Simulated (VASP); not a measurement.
Wanted: the native input for a VASP 6.6.1 run.

| Property | Result |
| --- | --- |
| Task | single point |
| Functional | PBEsol |
| Potentials or basis | VASP PAW PBE potentials, release 64 (Bi_d, As) |
| Cutoff | 520 eV |
| k mesh | 12 × 12 × 12 |
| Occupations | fermi-dirac, width 0.08 eV |
| Spin | no spin polarisation |
| Dipole correction | no |
| Further INCAR settings | ALGO = Normal; EDIFF = 1e-06; NBANDS = 17 |

The structure of BiAs (CsCl type) lies in POSCAR:

```
BiAs
1.0
    3.6297335181      0.0000000000      0.0000000000
    0.0000000000      3.6297335181      0.0000000000
    0.0000000000      0.0000000000      3.6297335181
Bi As
1 1
Direct
    0.0000000000      0.0000000000      0.0000000000
    0.5000000000      0.5000000000      0.5000000000
```

These files were run (other wordings do the same):

INCAR

```
ALGO = Normal
EDIFF = 1E-6
ENCUT = 520
GGA = PS
ISIF = 2
ISMEAR = -1
LASPH = T
LCHARG = T
LELF = T
LREAL = F
LVHAR = T
LWAVE = F
NBANDS = 17
NELM = 60
PREC = Accurate
SIGMA = 0.08
```

KPOINTS

```
k-points
0
Gamma
  12 12 12
```

Potentials or basis: VASP PAW PBE potentials, release 64 (Bi_d, As).

Run with:

```sh
$ cat potpaw_PBE.64/Bi_d/POTCAR potpaw_PBE.64/As/POTCAR > POTCAR
$ mpirun -np 1 vasp_std > vasp.out
```

It gave:

```
Pressure               : 0.0 GPa
Band gap on the k mesh : zero (band 10 reaches 8.55 eV, above the bottom of band 11 at 4.99 eV)
```

Caveat: the PAW data sets were made with another functional, which shifts forces and pressure a little; spin-orbit coupling is left out, which moves the levels of the heavy elements.

It took 37 s on 1 thread of Intel(R) Xeon(R) Platinum 8259CL CPU @ 2.50GHz (Skylake/Cascade Lake), on a shared host, peak memory 0.21 GiB.
